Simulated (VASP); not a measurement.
Here is a VASP 6.6.1 calculation.

File INCAR:

```
SYSTEM = Zn
PREC = Accurate
ENCUT = 600
EDIFF = 1E-6
ISMEAR = -1
SIGMA = 0.05
LREAL = .FALSE.
LASPH = .TRUE.
NELM = 100
ALGO = Normal
ISIF = 3
LWAVE = .FALSE.
LCHARG = .FALSE.
GGA = PE
IBRION = 2
NSW = 60
EDIFFG = -0.005
PSTRESS = 540.0
```

File KPOINTS:

```
Automatic mesh
0
G
  17 17 17
  0 0 0
```

Contents of POSCAR:

```
Zn
1.0
    2.2463213422      0.0000000000      0.0000000000
    0.0000000000      2.2463213422      0.0000000000
    0.0000000000      0.0000000000      2.2463213422
Zn
1
Direct
    0.0000000000      0.0000000000      0.0000000000
```

Potentials or basis: VASP PAW PBE potentials, release 64 (Zn).

Run with:

```sh
$ cat potpaw_PBE.64/Zn/POTCAR > POTCAR
$ mpirun -np 1 vasp_std > vasp.out
```

Q: Estimate the relaxed cell.

A: a = 2.301 Å, b = 2.301 Å, c = 2.301 Å, α = 90.00°, β = 90.00°, γ = 90.00°.

Q: What does it give for the band gap on the k mesh?

A: Zero (band 6 reaches 11.38 eV, above the bottom of band 7 at 2.56 eV).

The path:
```
step  energy change (eV)  largest force (eV/Å)  pressure (GPa)  volume (Å³)
   1              0.0000                0.0000           75.91        11.33
   2             -0.7798                0.0000           24.18        14.07
   3             -0.3519                0.0000           52.76        12.22
   4             -0.3345                0.0000           54.23        12.17
   5             -0.3402                0.0000           53.82        12.18
   6             -0.3334                0.0000           54.28        12.16
   7             -0.3376                0.0000           54.02        12.18
```

Caveat: the cell is relaxed towards a set pressure, so the enthalpy falls and the energy may rise.
